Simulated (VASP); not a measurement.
Here is a VASP 6.6.1 calculation.

The input POSCAR:

```
BN
1.0
    0.0000000000      1.9491988555      1.8770063053
    1.9491988555      0.0000000000      1.8770063053
    1.9491988555      1.9491988555      0.0000000000
B N
1 1
Direct
    0.0000000000      0.0000000000      0.0000000000
    0.7500000000      0.7500000000      0.7500000000
```

INCAR.step1

```
SYSTEM = BN
ALGO     = Normal         ! electronic algorithm
EDIFF    = 1E-4           ! SCF threshold, eV
ENCUT    = 520            ! plane-wave cutoff, eV
GGA      = PE             ! functional
ISMEAR   = 0              ! smearing method
LASPH    = .True.         ! aspherical terms in the spheres
LCHARG   = .False.        ! write CHGCAR
LREAL    = .False.        ! projectors in reciprocal space
LWAVE    = .True.         ! write WAVECAR
NBANDS   = 11             ! bands
NELM     = 60             ! most SCF steps
PREC     = Accurate       ! precision mode
SIGMA    = 0.05           ! smearing width, eV
```

Contents of INCAR.step2:

```
SYSTEM = BN
ALGO     = Normal         ! electronic algorithm
EDIFF    = 1E-6           ! SCF threshold, eV
ENCUT    = 520            ! plane-wave cutoff, eV
ISIF     = 2              ! what is computed and relaxed
ISMEAR   = 0              ! smearing method
ISTART   = 1            
LASPH    = .True.         ! aspherical terms in the spheres
LCHARG   = .False.        ! write CHGCAR
LMIXTAU  = .True.       
LREAL    = .False.        ! projectors in reciprocal space
LWAVE    = .False.        ! write WAVECAR
METAGGA  = R2SCAN         ! meta-GGA
NBANDS   = 11             ! bands
NELM     = 60             ! most SCF steps
PREC     = Accurate       ! precision mode
SIGMA    = 0.05           ! smearing width, eV
```

The input KPOINTS:

```
k-points
0
Gamma
  12 12 12
  0 0 0
```

Potentials or basis: VASP PAW PBE potentials, release 64 (B, N).

Command:

```sh
$ cat potpaw_PBE.64/B/POTCAR potpaw_PBE.64/N/POTCAR > POTCAR
$ cp INCAR.step1 INCAR
$ mpirun -np 1 vasp_std > vasp.out
$ cp INCAR.step2 INCAR
$ mpirun -np 1 vasp_std > vasp.out
```

Task: What does it give for the band gap on the k mesh?

Result: 4.16 eV, indirect (least direct gap 7.78 eV).

Task: What does it give for the pressure?

Result: -52.4 GPa.

Stress tensor (GPa, compression positive):
```
-58.72   0.00   0.00
  0.00 -58.72   0.00
  0.00   0.00 -39.72
```

Caveat: the cell differs from its parent crystal (strain +0.080 along x and y, +0.040 along z); the PAW data sets were made with another functional, which shifts forces and pressure a little. A k mesh can miss the band edges.
